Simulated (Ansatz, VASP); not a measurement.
## Two plane-wave programs on BN

```
CELL_PARAMETERS angstrom
2.55394 0.00000 0.00000
-1.27697 2.21178 0.00000
0.00000 0.00000 4.22685
ATOMIC_POSITIONS crystal
B 0.66667 0.33333 0.14167
B 0.33333 0.66667 0.49972
N 0.66667 0.33333 0.62528
N 0.33333 0.66667 0.12528
```

Alike in both runs: task single point; functional PBE; k mesh 12 × 12 × 6; occupations gaussian, width 0.05 eV; no spin polarisation.

```csv
,VASP,Ansatz
version,VASP 6.6.1,Ansatz 0.2.0
potentials or method,"VASP PAW PBE potentials, release 64 (B, N), cutoff 520 eV","scalar-relativistic, plane waves, PAW"
valence electrons in the cell,16,16
```

Ansatz gave:

- gap on the k mesh at the Fermi level (eV): 2.80
- least direct gap on the mesh (eV): 3.95
- pressure (GPa): 23.2
- traceless stress, the component that is largest in VASP (GPa): 12.55
- rms of the force components (eV/Å): 2.154

What did VASP give for the same quantities?

gap on the k mesh at the Fermi level (eV): 2.79; least direct gap on the mesh (eV): 3.94; pressure (GPa): 23.5; traceless stress, the component that is largest in VASP (GPa): 12.50; rms of the force components (eV/Å): 2.163.

Atom by atom the forces differ by 0.017 eV/Å (rms over components). The functional is the same, so the differences come from potentials, cutoffs and numerics.
